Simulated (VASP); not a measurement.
**CsH: single point with r2SCAN**

The system is CsH.

```xyz
4
Lattice="3.3793 3.3793 0.0000 -3.3793 3.3793 0.0000 0.0000 0.0000 6.7586" Properties=species:S:1:pos:R:3 pbc="T T T"
Cs    0.0000    0.0000    0.0000
Cs    0.0000    3.3793    3.3793
H     0.0000    3.3793    0.0000
H     0.0000    0.0000    3.3793
```

This cell differs from its parent crystal: equal strain along all axes, cell held: +6.0 %.

```json
{"Program": "VASP 6.6.1", "Task": "single point", "Functional": "r2SCAN", "Potentials or basis": "VASP PAW PBE potentials, release 64 (Cs_sv, H)", "Cutoff": "520 eV", "k mesh": "6 × 6 × 4", "Occupations": "gaussian, width 0.02 eV", "Spin": "no spin polarisation", "Dipole correction": "no", "Further INCAR settings": "ALGO = Normal; EDIFF = 1e-06; NBANDS = 18"}
```

```json
{
  "Pressure": "-1.2 GPa",
  "Band gap on the k mesh": "2.81 eV"
}
```

Levels at points of the mesh, in eV from the valence-band top:
```tsv
k point	band 6	band 7	band 8	band 9	band 10	band 11	band 12	band 13	band 14	band 15
(0.00, 0.00, 0.00)	-8.32	-8.32	-8.32	-1.32	-0.73	3.76	5.41	5.65	5.65	5.65
(0.50, 0.00, 0.00)	-8.51	-8.37	-8.37	-0.30	-0.30	3.71	3.71	4.49	4.49	5.85
(0.50, 0.50, 0.00)	-8.48	-8.48	-8.48	-0.73	-0.73	3.76	3.76	5.41	5.41	7.84
(0.00, 0.00, 0.50)	-8.40	-8.40	-8.40	-0.74	-0.74	4.45	4.45	4.57	4.57	6.32
(0.50, 0.00, 0.50)	-8.37	-8.37	-8.37	0.00	0.00	2.81	2.81	5.27	5.27	5.27
(0.50, 0.50, 0.50)	-8.61	-8.50	-8.50	-0.45	-0.45	4.46	4.46	4.46	4.46	5.60
```

Wall time 3.4 min on 1 thread of AMD EPYC 7R13 Processor (Zen 3) (shared host), peak memory 0.26 GiB.

Caveat: the cell differs from its parent crystal (equal strain along all axes, cell held: +6.0 %); the PAW data sets were made with another functional, which shifts forces and pressure a little; spin-orbit coupling is left out, which moves the levels of the heavy elements. A k mesh can miss the band edges.
